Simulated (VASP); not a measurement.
A run of VASP 6.6.1 is set up as follows.

Contents of INCAR:

```
SYSTEM = Zn7O8
  ALGO = Normal
  EDIFF = 1E-7
  ENCUT = 520
  GGA = PE
  ISIF = 2
  ISMEAR = 0
  ISPIN = 2
  LASPH = .True.
  LCHARG = .True.
  LELF = .True.
  LORBIT = 11
  LREAL = Auto
  LVHAR = .True.
  LWAVE = .False.
  MAGMOM = 0 0 0 0 0 0 0 0.5 0.5 0.5 0 0.5 0 0 0
  NBANDS = 83
  NELECT = 134.0
  NELM = 150
  PREC = Accurate
  SIGMA = 0.01
```

KPOINTS

```
k-points
0
Gamma
  3 3 3
  0 0 0
```

POSCAR

```
Zn7O8
1.0
    0.0000000000      0.0000000000     -5.2932739833
    3.2794860218     -5.6802364126      0.0000000000
   -6.5589720437      0.0000000000      0.0000000000
Zn O
7 8
Direct
    0.5060538892      0.6597077551      0.3240382628
    0.5060976739      0.1716026877      0.8360581022
    0.5060521236      0.6595353083      0.8358406399
   -0.0084663816      0.3249519596      0.1708297808
   -0.0085383431      0.8412864066      0.1707576253
   -0.0084810030      0.3248534219      0.6544176986
    0.0018374486      0.8303575545      0.6653410715
    0.6275516716      0.3388334650      0.1569094628
    0.6275250358      0.8132397538      0.1567194987
    0.6275428188      0.3386894632      0.6822527781
    0.6222399882      0.8302997078      0.6653183872
    0.1046113255      0.1636797691      0.3319905931
    0.1234114898      0.6646938607      0.3339454959
    0.1234309339      0.1617419652      0.8310583261
    0.1234030381      0.6646080366      0.8309859934
```

Potentials or basis: VASP PAW PBE potentials, release 64 (Zn, O).

Run with:

```bash
$ cat potpaw_PBE.64/Zn/POTCAR potpaw_PBE.64/O/POTCAR > POTCAR
$ mpirun -np 1 vasp_std > vasp.out
```

(1) Predict the largest force.

(2) Estimate the net moment.

Results:

(1) 0.087 eV/Å.

(2) 0.00 μB per cell.

Caveat: the cell carries a net charge on a neutralising background, which shifts energy and pressure; the cell differs from its parent crystal (atoms taken out, then relaxed in part).
